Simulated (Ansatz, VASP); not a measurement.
**One calculation of Mg2C, two programs**

File POSCAR:

```
Mg2C
1.0
    0.0000000000      2.7109426181      2.7109426181
    2.7109426181      0.0000000000      2.7109426181
    2.7109426181      2.7109426181      0.0000000000
C Mg
1 2
Direct
    0.0000000000      0.0000000000      0.0000000000
    0.2500000000      0.2500000000      0.2500000000
    0.7500000000      0.7500000000      0.7500000000
```

The input INCAR.step1:

```
SYSTEM = Mg2C
PREC = Accurate ; ENCUT = 520
EDIFF = 1E-5 ; ISMEAR = 0
SIGMA = 0.01 ; LREAL = .FALSE.
LASPH = .TRUE. ; NELM = 100
ALGO = Normal ; ISIF = 2
LWAVE = .TRUE. ; GGA = PE
NBANDS = 11
```

INCAR.step2

```
SYSTEM = Mg2C
PREC = Accurate ; ENCUT = 520
EDIFF = 1E-7 ; ISMEAR = 0
SIGMA = 0.01 ; LREAL = .FALSE.
LASPH = .TRUE. ; NELM = 100
ALGO = Normal ; ISIF = 2
LWAVE = .FALSE. ; LCHARG = .TRUE.
GGA = PE ; LHFCALC = .TRUE.
AEXX = 0.4 ; PRECFOCK = Normal
LELF = .TRUE. ; LVHAR = .TRUE.
ISTART = 1 ; NBANDS = 11
```

KPOINTS

```
Automatic mesh
0
G
  4 4 4
  0 0 0
```

Input for Ansatz:

```yaml
crystal:
  lattice:
    - [0.0, 2.7109426181, 2.7109426181]
    - [2.7109426181, 0.0, 2.7109426181]
    - [2.7109426181, 2.7109426181, 0.0]
  atoms:
    - { symbol: C, position: [0.0, 0.0, 0.0] }
    - { symbol: Mg, position: [0.25, 0.25, 0.25] }
    - { symbol: Mg, position: [0.75, 0.75, 0.75] }
kpoints:
  mp_grid: { grid: [4, 4, 4] }
hamiltonian:
  xc: { exchange: pbe, correlation: pbe, exx: { coeff: 0.4 } }
scf:
  occupations: { method: fixed }
  n_extra_bands: 4
output:
  forces: true
  stress: true
  eigenvalues: true
```

Alike in both runs: task single point; functional PBE-based global hybrid; k mesh 4 × 4 × 4; no spin polarisation.

|  | VASP | Ansatz |
| --- | --- | --- |
| version | VASP 6.6.1 | Ansatz 0.2.0 |
| potentials or method | VASP PAW PBE potentials, release 64 (C, Mg) | plane waves |
| plane-wave cutoff (eV) | 520 | 420 |
| occupations | gaussian, width 0.01 eV | fixed |
| valence electrons in the cell | 8 | 24 |

VASP gave:

| Item | Value |
| --- | --- |
| gap on the k mesh at the Fermi level (eV) | 2.99 |
| pressure (GPa) | -2.4 |

Task: What did Ansatz give for the same quantities?

Result: gap on the k mesh at the Fermi level (eV): 2.93; pressure (GPa): -2.1.

VASP's potentials were made for PBE, not for PBE-based global hybrid. VASP's potentials hold 8 valence electrons a cell and Ansatz's 24, so a difference there can come from the potentials and not from the codes. Ansatz's warnings: stress exchange threshold loose, stress scf threshold loose.

The k mesh is coarse, so the values compare programs but aren't converged.
